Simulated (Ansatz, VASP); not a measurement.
## Sn: VASP beside Ansatz

```
CELL_PARAMETERS angstrom
4.45588 0.00000 0.00000
0.56882 4.41943 0.00000
0.00000 0.00000 26.90227
ATOMIC_POSITIONS crystal
Sn 0.81842 0.81842 0.29788
Sn 0.25867 0.25867 0.29853
Sn 0.53970 0.53970 0.38797
Sn 0.03574 0.03574 0.40460
Sn 0.32002 0.32002 0.49868
Sn 0.76491 0.76491 0.50132
Sn 0.04919 0.04919 0.59540
Sn 0.54523 0.54523 0.61203
Sn 0.82627 0.82627 0.70147
Sn 0.26652 0.26652 0.70212
```

Alike in both runs: functional r2SCAN; k mesh 8 × 8 × 1; occupations gaussian, width 0.1 eV; no spin polarisation.

Ansatz relaxed the structure, and its values are those at the end. VASP's run is a single point on that final structure, the one shown.

|  | VASP | Ansatz |
| --- | --- | --- |
| version | VASP 6.6.1 | Ansatz 0.2.0 |
| potentials or method | VASP PAW PBE potentials, release 64 (Sn_d), cutoff 440 eV | scalar-relativistic, plane waves, PAW |
| valence electrons in the cell | 140 | 140 |

```tsv
	VASP	Ansatz	Ansatz less VASP
gap on the k mesh at the Fermi level (eV)	none	none	-
rms of the force components (eV/Å)	0.006	0.004	-0.0019
```

VASP's potentials were made for PBE, not for r2SCAN. A gap of «none» marks a metal or a gap that the smearing closes. The functional is the same, so the differences come from potentials, cutoffs and numerics.
